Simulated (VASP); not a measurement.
Wanted: the native input for a VASP 6.6.1 run.

```yaml
Task: single point
Functional: PBE
Potentials_or_basis: VASP PAW PBE potentials, release 64 (Cu, O)
Cutoff: 600 eV
k_mesh: 8 × 8 × 7
Occupations: gaussian, width 0.05 eV
Spin: collinear spin, ferromagnetic start
Starting_moments: "[-0.45, -0.66] μB"
Hubbard_terms: Cu d U = 6.0 eV
Dipole_correction: no
Further_INCAR_settings: ALGO = Normal; EDIFF = 1e-06; NBANDS = 20
```

The structure of CuO lies in POSCAR:

```
CuO
1.0
    2.8363251100      0.0000000000      0.0000000000
   -1.4181625500      2.4563296000      0.0000000000
    0.0000000000      0.0000000000      2.7681127800
Cu O
1 1
Direct
    0.0000000000      0.0000000000      0.0000000000
    0.6666666667      0.3333333333      0.5000000000
```

One way to write it, as run:

INCAR

```
PREC     = Accurate       # precision mode
ENCUT    = 600            # plane-wave cutoff, eV
EDIFF    = 1E-6           # SCF threshold, eV
ISMEAR   = 0              # smearing method
SIGMA    = 0.05           # smearing width, eV
LREAL    = F              # projectors in reciprocal space
LASPH    = T              # aspherical terms in the spheres
NELM     = 200            # most SCF steps
ALGO     = Normal         # electronic algorithm
ISIF     = 2              # what is computed and relaxed
LWAVE    = F              # write WAVECAR
LCHARG   = T              # write CHGCAR
ISPIN    = 2              # spin polarisation
MAGMOM   = -0.45 -0.66    # initial moments
LORBIT   = 11             # projections on sites
LMAXMIX  = 4              # l up to which the mixer works
LDAU     = T              # DFT+U
LDAUTYPE = 2            
LDAUL    = 2 -1           # shell
LDAUU    = 6 0            # U, eV
LDAUJ    = 0 0          
LDAUPRINT= 1            
GGA      = PE             # functional
LELF     = T              # ELF
LVHAR    = T            
NBANDS   = 20             # bands
GGA_COMPAT= F
```

KPOINTS

```
Automatic mesh
0
Gamma
  8 8 7
```

Potentials or basis: VASP PAW PBE potentials, release 64 (Cu, O).

Launch:

```bash
$ cat potpaw_PBE.64/Cu/POTCAR potpaw_PBE.64/O/POTCAR > POTCAR
$ mpirun -np 1 vasp_std > vasp.out
```

It gave:

- Pressure: -2.4 GPa
- Band gap on the k mesh: zero (filled and empty bands overlap)
- Net moment: -1.00 μB per cell
- Site moments: Cu -0.46; O -0.50 μB
- Valence electrons inside the program's atomic spheres: Cu 9.90; O 4.88

Caveat: a cell with one magnetic atom can't hold antiferromagnetic order, which such compounds often take.

Run time: 19 s on 1 thread of Intel(R) Xeon(R) Platinum 8375C CPU @ 2.90GHz (Ice Lake), on a shared host, peak memory 0.16 GiB.
